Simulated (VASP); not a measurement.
# BiTe: single point with r2SCAN

Crystal: BiTe.

```
Bi Te
1.0
     0.00000    3.23500    3.13795
     3.23500    0.00000    3.13795
     3.23500    3.23500    0.00000
Bi Te
1 1
Direct
  0.00000 0.00000 0.00000
  0.50000 0.50000 0.50000
```

This cell differs from its parent crystal: strain +0.000 along x and y, -0.030 along z.

```
Program                : VASP 6.6.1
Task                   : single point
Functional             : r2SCAN
Potentials or basis    : VASP PAW PBE potentials, release 64 (Bi_d, Te)
Cutoff                 : 520 eV
k mesh                 : 14 × 14 × 14
Occupations            : gaussian, width 0.15 eV
Spin                   : no spin polarisation
Dipole correction      : no
Further INCAR settings : ALGO = Normal; EDIFF = 1e-07; NBANDS = 18
```

The pressure is 1.7 GPa and the band gap on the k mesh is zero (an odd number of electrons rules out a gap without spin polarisation).

Stress tensor (GPa, compression positive):
```
0.70 0.00 0.00
0.00 0.70 0.00
0.00 0.00 3.75
```

Levels at points of the mesh, in eV from the Fermi level:
```csv
k point,band 6,band 7,band 8,band 9,band 10,band 11,band 12,band 13,band 14,band 15
"(0.00, 0.00, 0.00)",-14.41,-8.20,-3.20,-2.77,-2.77,2.03,2.03,2.82,4.86,4.86
"(0.50, 0.00, 0.00)",-12.25,-11.87,-2.23,-2.19,-1.62,-0.84,-0.81,-0.60,7.88,8.23
"(0.50, 0.50, 0.00)",-12.19,-10.59,-6.29,-4.51,-4.51,2.33,3.83,3.83,5.82,9.06
"(0.50, 0.00, 0.50)",-12.54,-10.22,-6.17,-4.67,-4.25,2.40,3.53,4.36,5.31,8.95
```

It took 25 min on 1 thread of Oxide Virtual Turin-like Processor (shared host), peak memory 0.4 GiB.

Caveat: the cell differs from its parent crystal (strain +0.000 along x and y, -0.030 along z); the PAW data sets were made with another functional, which shifts forces and pressure a little; spin-orbit coupling is left out, which moves the levels of the heavy elements.
